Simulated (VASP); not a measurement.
ScInS3, 5 atoms in the cell. It takes space group P4mm (No. 99, tetragonal). Conventional cell: a = 4.507 Å, b = 4.507 Å, c = 6.317 Å, α = 90.00°, β = 90.00°, γ = 90.00°. Within 3.5 Å of Sc (site symmetry 4mm) lie 8 S at 2.59 to 3.47 Å. In (site symmetry 4mm) has 5 S at 2.40 to 2.59 Å within 3.2 Å. Within 3.5 Å of S (site symmetry 2mm) lie 2 Sc at 2.59 Å and 2 In at 2.59 Å and 6 S at 3.19 to 3.47 Å. Within 3.2 Å of S (site symmetry 4mm) lie 1 In at 2.40 Å. The cell was built from a structure type or drawn by symmetry, and may not be a known phase.

* Program: VASP 6.6.1
* Task: single point
* Functional: PBE
* Potentials or basis: VASP PAW PBE potentials, release 64 (Sc_sv, In_d, S)
* Cutoff: 520 eV
* k mesh: 4 × 4 × 4
* Occupations: gaussian, width 0.1 eV
* Spin: no spin polarisation
* Dipole correction: no
* Further INCAR settings: ALGO = Normal; EDIFF = 1e-06; NBANDS = 29

Potentials or basis: VASP PAW PBE potentials, release 64 (Sc_sv, In_d, S).

The run is started by

```sh
$ cat potpaw_PBE.64/Sc_sv/POTCAR potpaw_PBE.64/In_d/POTCAR potpaw_PBE.64/S/POTCAR > POTCAR
$ mpirun -np 1 vasp_std > vasp.out
```

Hardware: 1 thread of Intel(R) Xeon(R) Platinum 8259CL CPU @ 2.50GHz (Skylake/Cascade Lake), with other jobs on the host.

**Question.** How long does it take, and how much memory?

**Answer.** It took 58 s on 1 thread of Intel(R) Xeon(R) Platinum 8259CL CPU @ 2.50GHz (Skylake/Cascade Lake), on a shared host, peak memory 0.27 GiB. Counts: scf iterations 16, k points 18.
